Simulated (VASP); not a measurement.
W, 1 atom in the cell. It takes space group I4/mmm (No. 139, tetragonal). The conventional cell has a = 3.195 Å, b = 3.195 Å, c = 3.274 Å, α = 90.00°, β = 90.00°, γ = 90.00°. Within 3.7 Å of W (site symmetry 4/mmm) lie 14 W at 2.79 to 3.27 Å.  This cell differs from its parent crystal: strain +0.000 along x and y, +0.025 along z.

| Item | Value |
| --- | --- |
| Program | VASP 6.6.1 |
| Task | single point |
| Functional | PBEsol |
| Potentials or basis | VASP PAW PBE potentials, release 64 (W_sv) |
| Cutoff | 520 eV |
| k mesh | 20 × 20 × 20 |
| Occupations | gaussian, width 0.15 eV |
| Spin | no spin polarisation |
| Dipole correction | no |
| Further INCAR settings | ALGO = Fast; EDIFF = 1e-06; NBANDS = 13 |

Potentials or basis: VASP PAW PBE potentials, release 64 (W_sv).

Command:

```bash
$ cat potpaw_PBE.64/W_sv/POTCAR > POTCAR
$ mpirun -np 1 vasp_std > vasp.out
```

Hardware: 1 thread of AMD EPYC 7R13 (shared host).

Task: How long does it take, and how much memory?

Result: Wall time 5.8 min on 1 thread of AMD EPYC 7R13, on a shared host, peak memory 0.22 GiB. Counts: scf iterations 13, k points 641.
